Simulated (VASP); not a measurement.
# TaSi2 (P2) in VASP: single point with PBE

Aim: the single point of TaSi2 with PBE.

Everything below comes from runs of VASP 6.6.1. Logs are shortened: lines on timing, memory, paths and dates and some standing lists are left out, and cuts for length are marked.

**1. The cell of the first run**

The structure is monoclinic, space group P2 (No. 3). Conventional cell: a = 4.774 Å, b = 6.599 Å, c = 4.805 Å, α = 90.00°, β = 119.35°, γ = 90.00°. Within 3.4 Å of Ta (site symmetry 2) lie 10 Si at 2.61 to 2.84 Å and 4 Ta at 3.25 to 3.27 Å. Within 3.5 Å of Ta (site symmetry 2) lie 10 Si at 2.62 to 2.82 Å and 4 Ta at 3.25 to 3.26 Å. Ta (site symmetry 2) has 10 Si at 2.61 to 2.86 Å and 4 Ta at 3.26 to 3.27 Å within 3.4 Å. Si (site symmetry 1) has 9 Si at 2.56 to 3.35 Å and 5 Ta at 2.61 to 2.84 Å within 3.4 Å. Si (site symmetry 1) has 9 Si at 2.57 to 3.34 Å and 5 Ta at 2.62 to 2.82 Å within 3.4 Å. Si (site symmetry 1) has 9 Si at 2.56 to 3.35 Å and 5 Ta at 2.61 to 2.86 Å within 3.4 Å.

**2. Single point, PBE (strain +0.0150 x Voigt [0, 0, 0, 0, 0, 1])**

File INCAR:

```
  ALGO = Normal
  EDIFF = 1E-6
  ENCUT = 520
  GGA = PE
  ISIF = 2
  ISMEAR = 0
  LASPH = T
  LCHARG = F
  LREAL = F
  LWAVE = F
  NBANDS = 38
  NELM = 100
  PREC = Accurate
  SIGMA = 0.15
```

File KPOINTS:

```
k-points
0
Gamma
  9 9 6
```

File POSCAR:

```
TaSi2
1.0
    4.8051009126      0.0360382568      0.0000000000
   -2.3713404103      4.1433203296      0.0000000000
    0.0000000000      0.0000000000      6.5988658829
Ta Si
3 6
Direct
    0.5000000000      0.0000000000      0.5000000000
    0.5000000000      0.5000000000      0.8333333333
    0.0000000000      0.5000000000      0.1666666667
    0.1589199925      0.3178399850      0.5000000000
    0.8410800075      0.1589199925      0.8333333333
    0.6821600150      0.8410800075      0.1666666667
    0.8410800075      0.6821600150      0.5000000000
    0.1589199925      0.8410800075      0.8333333333
    0.3178399850      0.1589199925      0.1666666667
```

Potentials or basis: VASP PAW PBE potentials, release 64 (Ta_pv, Si).

On the command line:

```console
> cat potpaw_PBE.64/Ta_pv/POTCAR potpaw_PBE.64/Si/POTCAR > POTCAR
> mpirun -np 1 vasp_std > vasp.out
```

OUTCAR:

```text
EDIFF = 1E-6
   ENCUT = 520
   GGA = PE
   ISIF = 2
   ISMEAR = 0
   LASPH = T
   LREAL = F
   NELM = 100
   PREC = Accurate

 ion  position               nearest neighbor table
   1  0.500  0.000  0.500-   6 2.61   9 2.61   8 2.62   5 2.62   4 2.73   7 2.73   4 2.76   7 2.76
                             4 2.84   7 2.84   2 3.25   2 3.25   3 3.27   3 3.27
   2  0.500  0.500  0.833-   6 2.62   9 2.62   7 2.62   4 2.62   5 2.74   8 2.74   8 2.76   5 2.76
                             8 2.82   5 2.82   1 3.25   1 3.25   3 3.26   3 3.26
   3  0.000  0.500  0.167-   4 2.61   7 2.61   5 2.62   8 2.62   6 2.72   9 2.72   9 2.74   6 2.74
                             6 2.86   9 2.86   2 3.26   2 3.26   1 3.27   1 3.27
   4  0.159  0.318  0.500-   9 2.56   5 2.57   3 2.61   2 2.62   7 2.65   1 2.73   1 2.76   7 2.82
                             1 2.84   7 2.86
   5  0.841  0.159  0.833-   6 2.57   4 2.57   3 2.62   1 2.62   8 2.63   2 2.74   2 2.76   2 2.82
                             8 2.84   8 2.86
   6  0.682  0.841  0.167-   7 2.56   5 2.57   1 2.61   2 2.62   9 2.66   3 2.72   3 2.74   9 2.82
                             9 2.84   3 2.86
   7  0.841  0.682  0.500-   6 2.56   8 2.57   3 2.61   2 2.62   4 2.65   1 2.73   1 2.76   4 2.82
                             1 2.84   4 2.86
   8  0.159  0.841  0.833-   9 2.57   7 2.57   3 2.62   1 2.62   5 2.63   2 2.74   2 2.76   2 2.82
                             5 2.84   5 2.86
   9  0.318  0.159  0.167-   4 2.56   8 2.57   1 2.61   2 2.62   6 2.66   3 2.72   3 2.74   6 2.82
                             6 2.84   3 2.86

  Warning from LATTYP: Monoclinic adjustment (A1->A3, A2->A1, A3->A2)!
  LATTYP: Found a simple monoclinic cell.
 ALAT       =     4.7739248732
 B/A-ratio  =     1.3822726704
 C/A-ratio  =     1.0065587921
 COS(beta)  =    -0.4902045493

  Lattice vectors:

 A1 = (  -2.3713404103,   4.1433203296,   0.0000000000)
 A2 = (   0.0000000000,   0.0000000000,   6.5988658829)
 A3 = (   4.8051009126,   0.0360382568,   0.0000000000)

Analysis of symmetry for initial positions (statically):
=====================================================================
 Subroutine PRICEL returns:
 Original cell was already a primitive cell.

 Routine SETGRP: Setting up the symmetry group for a
 simple monoclinic supercell.

 Subroutine GETGRP returns: Found  2 space group operations
 (whereof  2 operations were pure point group operations)
 out of a pool of  4 trial point group operations.

The static configuration has the point symmetry C_2 .

Analysis of symmetry for dynamics (positions and initial velocities):
=====================================================================
 Subroutine PRICEL returns:
 Original cell was already a primitive cell.

 Routine SETGRP: Setting up the symmetry group for a
 simple monoclinic supercell.

 Subroutine GETGRP returns: Found  2 space group operations
 (whereof  2 operations were pure point group operations)
 out of a pool of  4 trial point group operations.

The dynamic configuration has the point symmetry C_2 .

 Subroutine INISYM returns: Found  2 space group operations
 (whereof  2 operations are pure point group operations),
 and found     1 'primitive' translations

----------------------------------------------------------------------------------------

                                     Primitive cell

  volume of cell :     131.9412

  direct lattice vectors                    reciprocal lattice vectors
     4.805100913  0.036038257  0.000000000     0.207222679  0.118599450  0.000000000
    -2.371340410  4.143320330  0.000000000    -0.001802406  0.240320758  0.000000000
     0.000000000  0.000000000  6.598865883     0.000000000  0.000000000  0.151541192

  length of vectors
     4.805236054  4.773924873  6.598865883     0.238761530  0.240327517  0.151541192

  position of ions in fractional coordinates (direct lattice)
     0.500000000  0.000000000  0.500000000
     0.500000000  0.500000000  0.833333333
     0.000000000  0.500000000  0.166666667
     0.158919993  0.317839985  0.500000000
     0.841080007  0.158919993  0.833333333
     0.682160015  0.841080007  0.166666667
     0.841080007  0.682160015  0.500000000
     0.158919993  0.841080007  0.833333333
     0.317839985  0.158919993  0.166666667

  ion indices of the primitive-cell ions
   primitive index   ion index
                 1           1
                 2           2
                 3           3
                 4           4
                 5           5
                 6           6
                 7           7
                 8           8
                 9           9

----------------------------------------------------------------------------------------

 KPOINTS: k-points

Automatic generation of k-mesh.
 Grid dimensions read from file:
 generate k-points for:    9    9    6

 Generating k-lattice:

  Cartesian coordinates                     Fractional coordinates (reciprocal lattice)
     0.023024742  0.013177717  0.000000000     0.111111111 -0.000000000  0.000000000
    -0.000200267  0.026702306  0.000000000     0.000000000  0.111111111  0.000000000
     0.000000000  0.000000000  0.025256865     0.000000000  0.000000000  0.166666667

  Length of vectors
     0.026529059  0.026703057  0.025256865

  Shift w.r.t. Gamma in fractional coordinates (k-lattice)
     0.000000000  0.000000000  0.000000000

 Subroutine IBZKPT returns following result:
 ===========================================

 Found    164 irreducible k-points:

 Following reciprocal coordinates:
            Coordinates               Weight
  0.000000  0.000000  0.000000      1.000000
  0.111111 -0.000000  0.000000      2.000000
  0.222222 -0.000000  0.000000      2.000000
  0.333333 -0.000000  0.000000      2.000000
  0.444444 -0.000000  0.000000      2.000000
  0.000000  0.111111  0.000000      2.000000
[... 16 lines left out ...]
 -0.111111  0.222222  0.000000      2.000000
  0.000000  0.333333  0.000000      2.000000
 [... further k-points ...]
   k-points           NKPTS =    164   k-points in BZ     NKDIM =    164   number of bands    NBANDS=     38
   number of dos      NEDOS =    301   number of ions     NIONS =      9
   total plane-waves  NPLWV =  64800
   dimension x,y,z NGX =    36 NGY =   36 NGZ =   50
   dimension x,y,z NGXF=    72 NGYF=   72 NGZF=  100
   ions per type =               3   6
   NGX,Y,Z   is equivalent  to a cutoff of  12.45, 12.54, 12.60 a.u.
   NGXF,Y,Z  is equivalent  to a cutoff of  24.91, 25.07, 25.19 a.u.
 SYSTEM =  unknown system
   PREC   = accura    normal or accurate (medium, high low for compatibility)
   ISTART =      0    job   : 0-new  1-cont  2-samecut
   ICHARG =      2    charge: 1-file 2-atom 10-const
   ISPIN  =      1    spin polarized calculation?
   LNONCOLLINEAR =      F non collinear calculations
   LSORBIT =      F    spin-orbit coupling
   LASPH  =      T    aspherical Exc in radial PAW
   ENCUT  =  520.0 eV  38.22 Ry    6.18 a.u.   8.93  8.88 12.27*2*pi/ulx,y,z
   NELM   =    100;   NELMIN=  2; NELMDL= -5     # of ELM steps
   EDIFF  = 0.1E-05   stopping-criterion for ELM
   LREAL  =      F    real-space projection
   EDIFFG = 0.1E-04   stopping-criterion for IOM
   NSW    =      0    number of steps for IOM
   IBRION =     -1    ionic relax: 0-MD 1-quasi-New 2-CG
   NFREE  =      0    steps in history (QN), initial steepest desc. (CG)
   ISIF   =      2    stress and relaxation
   ISYM   =      2    0-nonsym 1-usesym 2-fastsym
   POTIM  = 0.5000    time-step for ionic-motion
   TEBEG  =    0.0;   TEEND  =   0.0 temperature during run
   PSTRESS=    0.0 pullay stress
   NELECT =      57.0000    total number of electrons
   NUPDOWN=      -1.0000    fix difference up-down
   EMIN   =  10.00;   EMAX   =-10.00  energy-range for DOS
   EFERMI =   0.00;   METHOD = LEGACY
   ISMEAR =     0;   SIGMA  =   0.15  broadening in eV -4-tet -1-fermi 0-gaus
   EFERMI_NEDOS =   21; number of points for ismear=-14 and -15
   IALGO  =     38    algorithm
   IMIX   =      4    mixing-type and parameters
     AMIX     =   0.40;   BMIX     =  1.00
     AMIX_MAG =   1.60;   BMIX_MAG =  1.00
  volume/ion in A,a.u.               =      14.66        98.93
  Fermi-wavevector in a.u.,A,eV,Ry     =   1.237579  2.338685 20.838708  1.531602
  Thomas-Fermi vector in A             =   2.372140
   LORBIT       =      0    0 simple, 1 ext, 2 COOP (PROOUT), +10 PAW based schemes
   GGA     = PE    functional components
   LHFCALC =     F    Hartree Fock is set to
   AEXX    =    0.0000 exact exchange contribution
   IVDW    =     0    specifies the selected vdW correction
   LEPSILON=     F    determine dielectric tensor
   LRPA    =     F    only Hartree local field effects (RPA)
 non-spin polarized calculation
 Gauss-broadening in eV      SIGMA  =   0.15
  energy-cutoff  :      520.00
  volume of cell :      131.94
 maximum number of plane-waves:      3572
   NGX = 17   NGY = 17   NGZ = 25

 number of electron      57.0000006 magnetization

 Free energy of the ion-electron system (eV)
  ---------------------------------------------------
  ext. energy  EPLUGINS =         0.00000000
  ---------------------------------------------------
  free energy    TOTEN  =       -72.25727142 eV

  energy without entropy =      -72.21150336  energy(sigma->0) =      -72.23438739

 E-fermi :   9.2233     XC(G=0): -12.0152

 val. band max:        9.2209694354   @ k =  -0.2222   0.4444   0.0000
 cond. band min:       9.2234847049   @ k =   0.3333   0.2222   0.0000
 fundamental gap:      0.0025152695
 Fermi energy:         9.2232593194

 k-point     1 :       0.0000    0.0000    0.0000
  band No.  band energies     occupation
      1     -25.1899      2.00000
      2     -25.1856      2.00000
      3     -25.1748      2.00000
      4     -25.1233      2.00000
      5     -25.1117      2.00000
      6     -25.0282      2.00000
[... 30 lines left out ...]
     37      13.1386      0.00000
     38      13.1927      0.00000
[... 941 lines left out ...]
     37      12.8747      0.00000
     38      13.3912      0.00000

 [... further k-points ...]

------------------------ aborting loop because EDIFF is reached ----------------------------------------

  FORCE on cell =-STRESS in cart. coord.  units (eV):
  Direction    XX          YY          ZZ          XY          YZ          ZX
  --------------------------------------------------------------------------------------
  -------------------------------------------------------------------------------------
  Total        0.1538219      0.1148202      0.1173462     -1.7941519      0.0000000      0.0000000
  in kB        1.8678767      1.3942748      1.4249480    -21.7865895      0.0000000      0.0000000
  external PRESSURE =       1.5623665 kB  Pullay stress =       0.0000000 kB

 VOLUME and BASIS-vectors are now :
 -----------------------------------------------------------------------------
  energy-cutoff  :      520.00
  volume of cell :      131.94
      direct lattice vectors                 reciprocal lattice vectors
     4.805100913  0.036038257  0.000000000     0.207222679  0.118599450  0.000000000
    -2.371340410  4.143320330  0.000000000    -0.001802406  0.240320758  0.000000000
     0.000000000  0.000000000  6.598865883     0.000000000  0.000000000  0.151541192

 POSITION                                       TOTAL-FORCE (eV/Angst)
 -----------------------------------------------------------------------------------
      2.40255      0.01802      3.29943        -0.000000      0.000000      0.085367
      1.21688      2.08968      5.49905        -0.000000      0.000000     -0.042034
     -1.18567      2.07166      1.09981        -0.000000      0.000000     -0.043269
      0.00992      1.32264      3.29943        -0.036348      0.007236      0.033758
      3.66462      0.68877      5.49905        -0.010237      0.024702     -0.015514
      1.28336      3.50945      1.09981        -0.003540      0.021016     -0.018276
      2.42384      2.85672      3.29943         0.036348     -0.007236      0.033758
     -1.23086      3.49059      5.49905         0.010237     -0.024702     -0.015514
      1.15040      0.66991      1.09981         0.003540     -0.021016     -0.018276
 -----------------------------------------------------------------------------------
    total drift:                               -0.000000      0.000000     -0.000014

  FREE ENERGIE OF THE ION-ELECTRON SYSTEM (eV)
  ---------------------------------------------------
  free  energy   TOTEN  =       -72.2572714203 eV

  energy  without entropy=      -72.2115033587  energy(sigma->0) =      -72.23438739
```

It took 8.1 min on 1 thread of Intel Xeon Platinum 8488C (Sapphire Rapids), shared host; peak memory 0.69 GiB.

What came out:

```
Free energy   : -72.2573 eV
Pressure      : 0.2 GPa
Largest force : 0.085 eV/Å
```

Forces on the atoms (eV/Å):
```
Ta   0.000  0.000  0.085
Ta   0.000  0.000 -0.042
Ta   0.000  0.000 -0.043
Si  -0.036  0.007  0.034
Si  -0.010  0.025 -0.016
Si  -0.004  0.021 -0.018
Si   0.036 -0.007  0.034
Si   0.010 -0.025 -0.016
Si   0.004 -0.021 -0.018
```

Caveat: the cell differs from its parent crystal (strain +0.0150 x Voigt [0, 0, 0, 0, 0, 1]); spin-orbit coupling is left out, which moves the levels of the heavy elements.
